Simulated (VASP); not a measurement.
# AlAs (F-43m) in VASP: a series of runs

AlAs is run at these levels: LDA; tasks: single point.

Everything below comes from runs of VASP 6.6.1. Logs are shortened: lines on timing, memory, paths and dates and some standing lists are left out, and cuts for length are marked.

## Step 1: The cell of the first run

It takes space group F-43m (No. 216, cubic). The conventional cell has a = 5.676 Å, b = 5.676 Å, c = 5.676 Å, α = 90.00°, β = 90.00°, γ = 90.00°. Al (site symmetry -43m) has 4 As at 2.46 Å within 3.2 Å. As (site symmetry -43m) has 4 Al at 2.46 Å within 3.2 Å.

## Step 2: Single point, LDA

File INCAR:

```
ALGO = Normal
EDIFF = 1E-6
ENCUT = 500
GGA = CA
GGA_COMPAT = False
ISIF = 2
ISMEAR = 0
LASPH = True
LCHARG = False
LREAL = False
LWAVE = False
NBANDS = 11
NELM = 120
PREC = Accurate
SIGMA = 0.1
```

File KPOINTS:

```
k-points
0
Gamma
  6 6 6
```

File POSCAR:

```
AlAs
1.0
    0.0000000000      2.8379008000      2.8379008000
    2.8379008000      0.0000000000      2.8379008000
    2.8379008000      2.8379008000      0.0000000000
Al As
1 1
Direct
    0.0000000000      0.0000000000      0.0000000000
    0.2500000000      0.2500000000      0.2500000000
```

Potentials or basis: VASP PAW LDA potentials, release 64 (Al, As).

On the command line:

```bash
cat potpaw_LDA.64/Al/POTCAR potpaw_LDA.64/As/POTCAR > POTCAR
mpirun -np 1 vasp_std > vasp.out
```

OUTCAR:

```text
EDIFF = 1E-6
   ENCUT = 500
   GGA = CA
   ISIF = 2
   ISMEAR = 0
   LASPH = True
   LREAL = False
   NELM = 120
   PREC = Accurate

 ion  position               nearest neighbor table
   1  0.000  0.000  0.000-   2 2.46   2 2.46   2 2.46   2 2.46
   2  0.250  0.250  0.250-   1 2.46   1 2.46   1 2.46   1 2.46

  LATTYP: Found a face centered cubic cell.
 ALAT       =     5.6758016000

  Lattice vectors:

 A1 = (   0.0000000000,   2.8379008000,   2.8379008000)
 A2 = (   2.8379008000,   0.0000000000,   2.8379008000)
 A3 = (   2.8379008000,   2.8379008000,   0.0000000000)

Analysis of symmetry for initial positions (statically):
=====================================================================
 Subroutine PRICEL returns:
 Original cell was already a primitive cell.

 Routine SETGRP: Setting up the symmetry group for a
 face centered cubic supercell.

 Subroutine GETGRP returns: Found 24 space group operations
 (whereof 24 operations were pure point group operations)
 out of a pool of 48 trial point group operations.

The static configuration has the point symmetry T_d .

Analysis of symmetry for dynamics (positions and initial velocities):
=====================================================================
 Subroutine PRICEL returns:
 Original cell was already a primitive cell.

 Routine SETGRP: Setting up the symmetry group for a
 face centered cubic supercell.

 Subroutine GETGRP returns: Found 24 space group operations
 (whereof 24 operations were pure point group operations)
 out of a pool of 48 trial point group operations.

The dynamic configuration has the point symmetry T_d .

 Subroutine INISYM returns: Found 24 space group operations
 (whereof 24 operations are pure point group operations),
 and found     1 'primitive' translations

----------------------------------------------------------------------------------------

                                     Primitive cell

  volume of cell :      45.7111

  direct lattice vectors                    reciprocal lattice vectors
     0.000000000  2.837900800  2.837900800    -0.176186567  0.176186567  0.176186567
     2.837900800  0.000000000  2.837900800     0.176186567 -0.176186567  0.176186567
     2.837900800  2.837900800  0.000000000     0.176186567  0.176186567 -0.176186567

  length of vectors
     4.013397800  4.013397800  4.013397800     0.305164086  0.305164086  0.305164086

  position of ions in fractional coordinates (direct lattice)
     0.000000000  0.000000000  0.000000000
     0.250000000  0.250000000  0.250000000

  ion indices of the primitive-cell ions
   primitive index   ion index
                 1           1
                 2           2

----------------------------------------------------------------------------------------

 KPOINTS: k-points

Automatic generation of k-mesh.
 Grid dimensions read from file:
 generate k-points for:    6    6    6

 Generating k-lattice:

  Cartesian coordinates                     Fractional coordinates (reciprocal lattice)
    -0.029364428  0.029364428  0.029364428     0.166666667  0.000000000  0.000000000
     0.029364428 -0.029364428  0.029364428     0.000000000  0.166666667  0.000000000
     0.029364428  0.029364428 -0.029364428     0.000000000  0.000000000  0.166666667

  Length of vectors
     0.050860681  0.050860681  0.050860681

  Shift w.r.t. Gamma in fractional coordinates (k-lattice)
     0.000000000  0.000000000  0.000000000

 Subroutine IBZKPT returns following result:
 ===========================================

 Found     16 irreducible k-points:

 Following reciprocal coordinates:
            Coordinates               Weight
  0.000000  0.000000  0.000000      1.000000
  0.166667  0.000000  0.000000      8.000000
  0.333333  0.000000  0.000000      8.000000
  0.500000  0.000000  0.000000      4.000000
  0.166667  0.166667  0.000000      6.000000
  0.333333  0.166667  0.000000     24.000000
[... 8 lines left out ...]
 -0.333333  0.333333  0.166667     24.000000
 -0.333333  0.500000  0.166667     12.000000
   k-points           NKPTS =     16   k-points in BZ     NKDIM =     16   number of bands    NBANDS=     11
   number of dos      NEDOS =    301   number of ions     NIONS =      2
   total plane-waves  NPLWV =  27000
   dimension x,y,z NGX =    30 NGY =   30 NGZ =   30
   dimension x,y,z NGXF=    60 NGYF=   60 NGZF=   60
   ions per type =               1   1
   NGX,Y,Z   is equivalent  to a cutoff of  12.43, 12.43, 12.43 a.u.
   NGXF,Y,Z  is equivalent  to a cutoff of  24.85, 24.85, 24.85 a.u.
 SYSTEM =  unknown system
   PREC   = accura    normal or accurate (medium, high low for compatibility)
   ISTART =      0    job   : 0-new  1-cont  2-samecut
   ICHARG =      2    charge: 1-file 2-atom 10-const
   ISPIN  =      1    spin polarized calculation?
   LNONCOLLINEAR =      F non collinear calculations
   LSORBIT =      F    spin-orbit coupling
   LASPH  =      T    aspherical Exc in radial PAW
   ENCUT  =  500.0 eV  36.75 Ry    6.06 a.u.   7.32  7.32  7.32*2*pi/ulx,y,z
   NELM   =    120;   NELMIN=  2; NELMDL= -5     # of ELM steps
   EDIFF  = 0.1E-05   stopping-criterion for ELM
   LREAL  =      F    real-space projection
   EDIFFG = 0.1E-04   stopping-criterion for IOM
   NSW    =      0    number of steps for IOM
   IBRION =     -1    ionic relax: 0-MD 1-quasi-New 2-CG
   NFREE  =      0    steps in history (QN), initial steepest desc. (CG)
   ISIF   =      2    stress and relaxation
   ISYM   =      2    0-nonsym 1-usesym 2-fastsym
   POTIM  = 0.5000    time-step for ionic-motion
   TEBEG  =    0.0;   TEEND  =   0.0 temperature during run
   PSTRESS=    0.0 pullay stress
   NELECT =       8.0000    total number of electrons
   NUPDOWN=      -1.0000    fix difference up-down
   EMIN   =  10.00;   EMAX   =-10.00  energy-range for DOS
   EFERMI =   0.00;   METHOD = LEGACY
   ISMEAR =     0;   SIGMA  =   0.10  broadening in eV -4-tet -1-fermi 0-gaus
   EFERMI_NEDOS =   21; number of points for ismear=-14 and -15
   IALGO  =     38    algorithm
   IMIX   =      4    mixing-type and parameters
     AMIX     =   0.40;   BMIX     =  1.00
     AMIX_MAG =   1.60;   BMIX_MAG =  1.00
  volume/ion in A,a.u.               =      22.86       154.24
  Fermi-wavevector in a.u.,A,eV,Ry     =   0.915723  1.730466 11.409155  0.838549
  Thomas-Fermi vector in A             =   2.040497
   LORBIT       =      0    0 simple, 1 ext, 2 COOP (PROOUT), +10 PAW based schemes
   GGA     = CA    functional components
   LHFCALC =     F    Hartree Fock is set to
   AEXX    =    0.0000 exact exchange contribution
   IVDW    =     0    specifies the selected vdW correction
   LEPSILON=     F    determine dielectric tensor
   LRPA    =     F    only Hartree local field effects (RPA)
 non-spin polarized calculation
 Gauss-broadening in eV      SIGMA  =   0.10
  energy-cutoff  :      500.00
  volume of cell :       45.71
 maximum number of plane-waves:      1211
 NGX is ok and might be reduce to    30
   NGX = 15   NGY = 15   NGZ = 15

 number of electron       8.0000000 magnetization

 Free energy of the ion-electron system (eV)
  ---------------------------------------------------
  ext. energy  EPLUGINS =         0.00000000
  ---------------------------------------------------
  free energy    TOTEN  =       -10.49859179 eV

  energy without entropy =      -10.49859179  energy(sigma->0) =      -10.49859179

 E-fermi :   4.1901     XC(G=0):  -9.2473

 val. band max:        3.7197724548   @ k =   0.0000   0.0000   0.0000
 cond. band min:       5.0661677078   @ k =   0.5000   0.5000   0.0000
 fundamental gap:      1.3463952530
 Fermi energy:         4.1900910648

 k-point     1 :       0.0000    0.0000    0.0000
  band No.  band energies     occupation
      1      -8.1309      2.00000
      2       3.7198      2.00000
      3       3.7198      2.00000
      4       3.7198      2.00000
      5       5.5383      0.00000
      6       7.9474      0.00000
      7       7.9474      0.00000
      8       7.9474      0.00000
      9      12.2974      0.00000
     10      12.7338      0.00000
     11      12.7338      0.00000

 k-point     2 :       0.1667    0.0000    0.0000
  band No.  band energies     occupation
      1      -7.8660      2.00000
      2       1.5952      2.00000
      3       3.4581      2.00000
      4       3.4581      2.00000
      5       6.3779      0.00000
      6       8.3793      0.00000
      7       8.3793      0.00000
      8       8.7796      0.00000
      9      11.9223      0.00000
     10      11.9223      0.00000
     11      13.2163      0.00000

 k-point     3 :       0.3333    0.0000    0.0000
  band No.  band energies     occupation
      1      -7.1971      2.00000
      2      -0.7797      2.00000
      3       3.0605      2.00000
      4       3.0605      2.00000
      5       5.9354      0.00000
      6       8.5222      0.00000
      7       8.5222      0.00000
      8      11.0354      0.00000
      9      12.7072      0.00000
     10      12.7072      0.00000
     11      12.8571      0.00000

 k-point     4 :       0.5000    0.0000    0.0000
  band No.  band energies     occupation
      1      -6.7330      2.00000
      2      -1.8448      2.00000
      3       2.9001      2.00000
      4       2.9001      2.00000
      5       5.7086      0.00000
      6       8.3451      0.00000
      7       8.3451      0.00000
      8      11.2836      0.00000
      9      14.6328      0.00000
     10      15.1681      0.00000
     11      15.1681      0.00000
[... 127 lines left out ...]
 k-point    14 :       0.5000    0.3333    0.1667
  band No.  band energies     occupation
      1      -6.6805      2.00000
      2      -0.9258      2.00000
      3       1.0013      2.00000
      4       2.0764      2.00000
      5       7.3007      0.00000
      6       8.1496      0.00000
      7       8.7743      0.00000
      8      11.5226      0.00000
      9      12.8645      0.00000
     10      14.2756      0.00000
     11      16.5608      0.00000

 k-point    15 :      -0.3333    0.3333    0.1667
  band No.  band energies     occupation
      1      -6.3280      2.00000
      2      -1.3988      2.00000
      3       0.5472      2.00000
      4       1.6977      2.00000
      5       7.5641      0.00000
      6       8.1952      0.00000
      7      10.3070      0.00000
      8      11.0128      0.00000
      9      11.9508      0.00000
     10      15.0583      0.00000
     11      16.3745      0.00000

 k-point    16 :      -0.3333    0.5000    0.1667
  band No.  band energies     occupation
      1      -6.1710      2.00000
      2      -1.4674      2.00000
      3       0.7885      2.00000
      4       1.0360      2.00000
      5       6.8038      0.00000
      6       7.7325      0.00000
      7      10.7166      0.00000
      8      11.4172      0.00000
      9      14.1280      0.00000
     10      15.9031      0.00000
     11      16.1245      0.00000

------------------------ aborting loop because EDIFF is reached ----------------------------------------

  FORCE on cell =-STRESS in cart. coord.  units (eV):
  Direction    XX          YY          ZZ          XY          YZ          ZX
  --------------------------------------------------------------------------------------
  -------------------------------------------------------------------------------------
  Total       -0.4141590     -0.4141590     -0.4141590      0.0000000      0.0000000      0.0000000
  in kB      -14.5163054    -14.5163054    -14.5163054      0.0000000      0.0000000      0.0000000
  external PRESSURE =     -14.5163054 kB  Pullay stress =       0.0000000 kB

 VOLUME and BASIS-vectors are now :
 -----------------------------------------------------------------------------
  energy-cutoff  :      500.00
  volume of cell :       45.71
      direct lattice vectors                 reciprocal lattice vectors
     0.000000000  2.837900800  2.837900800    -0.176186567  0.176186567  0.176186567
     2.837900800  0.000000000  2.837900800     0.176186567 -0.176186567  0.176186567
     2.837900800  2.837900800  0.000000000     0.176186567  0.176186567 -0.176186567

 POSITION                                       TOTAL-FORCE (eV/Angst)
 -----------------------------------------------------------------------------------
      0.00000      0.00000      0.00000         0.000000      0.000000      0.000000
      1.41895      1.41895      1.41895        -0.000000     -0.000000     -0.000000
 -----------------------------------------------------------------------------------
    total drift:                               -0.000000     -0.000000     -0.000000

  FREE ENERGIE OF THE ION-ELECTRON SYSTEM (eV)
  ---------------------------------------------------
  free  energy   TOTEN  =       -10.4985917932 eV

  energy  without entropy=      -10.4985917932  energy(sigma->0) =      -10.49859179
```

Run time: 17 s. Hardware: 1 thread of Intel Xeon 8259CL, shared host; peak memory 0.15 GiB.

Results:

| Quantity | Value |
| --- | --- |
| Free energy | -10.4986 eV |
| Pressure | -1.5 GPa |
| Band gap on the k mesh | 1.35 eV (least direct gap 1.82 eV) |

[end of part 1 of 2]
